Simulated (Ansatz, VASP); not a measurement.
# Two plane-wave programs on NaH

Contents of POSCAR:

```
NaH
1.0
    0.0000000000      2.3975116441      2.3975116441
    2.3975116441      0.0000000000      2.3975116441
    2.3975116441      2.3975116441      0.0000000000
Na H
1 1
Direct
    0.0000000000      0.0000000000      0.0000000000
    0.5000000000      0.5000000000      0.5000000000
```

File INCAR.step1:

```
SYSTEM = NaH
  PREC = Accurate
  ENCUT = 520
  ISMEAR = 0
  SIGMA = 0.01
  LREAL = .FALSE.
  LASPH = .TRUE.
  NELM = 80
  NBANDS = 11
  GGA = PE
  ALGO = Normal
  EDIFF = 1E-4
  LWAVE = .TRUE.
  LCHARG = .FALSE.
```

The input INCAR.step2:

```
SYSTEM = NaH
  PREC = Accurate
  ENCUT = 520
  EDIFF = 1E-6
  ISMEAR = 0
  SIGMA = 0.01
  LREAL = .FALSE.
  LASPH = .TRUE.
  NELM = 80
  ALGO = Normal
  ISIF = 2
  LWAVE = .FALSE.
  LCHARG = .FALSE.
  METAGGA = R2SCAN
  LMIXTAU = .TRUE.
  NBANDS = 11
  ISTART = 1
```

File KPOINTS:

```
Automatic mesh
0
G
  10 10 10
  0 0 0
```

Input for Ansatz:

```yaml
crystal:
  lattice:
    - [0.0, 2.3975116441, 2.3975116441]
    - [2.3975116441, 0.0, 2.3975116441]
    - [2.3975116441, 2.3975116441, 0.0]
  atoms:
    - { symbol: Na, position: [0.0, 0.0, 0.0] }
    - { symbol: H, position: [0.5, 0.5, 0.5] }
kpoints:
  mp_grid: { grid: [10, 10, 10] }
  band_path:
    path:
      - [0.0, 0.0, 0.0]
      - [0.5, 0.0, 0.5]
      - [0.625, 0.25, 0.625]
      - [0.375, 0.375, 0.75]
      - [0.5, 0.5, 0.5]
      - [0.5, 0.25, 0.75]
    npoints: 1
hamiltonian:
  xc: r2scan
scf:
  occupations: { method: fixed }
  n_extra_bands: 4
output:
  forces: true
  stress: true
  eigenvalues: true
  write_density: true
  write_potential: true
  elf: true
  volumetric_format: npy
```

Alike in both runs: task single point; functional r2SCAN; k mesh 10 × 10 × 10; no spin polarisation.

```csv
,VASP,Ansatz
version,VASP 6.6.1,Ansatz 0.2.0
potentials or method,"VASP PAW PBE potentials, release 64 (Na_pv, H)","plane waves, PAW"
plane-wave cutoff (eV),520,500
occupations,"gaussian, width 0.01 eV",fixed
valence electrons in the cell,8,10
```

VASP gave:

```
gap on the k mesh at the Fermi level (eV) : 4.43
pressure (GPa)                            : -0.3
```

Problem. What did Ansatz give for the same quantities?

Solution. gap on the k mesh at the Fermi level (eV): 4.42; pressure (GPa): 0.0.

VASP's potentials were made for PBE, not for r2SCAN. VASP's potentials hold 8 valence electrons a cell and Ansatz's 10, so a difference there can come from the potentials and not from the codes.
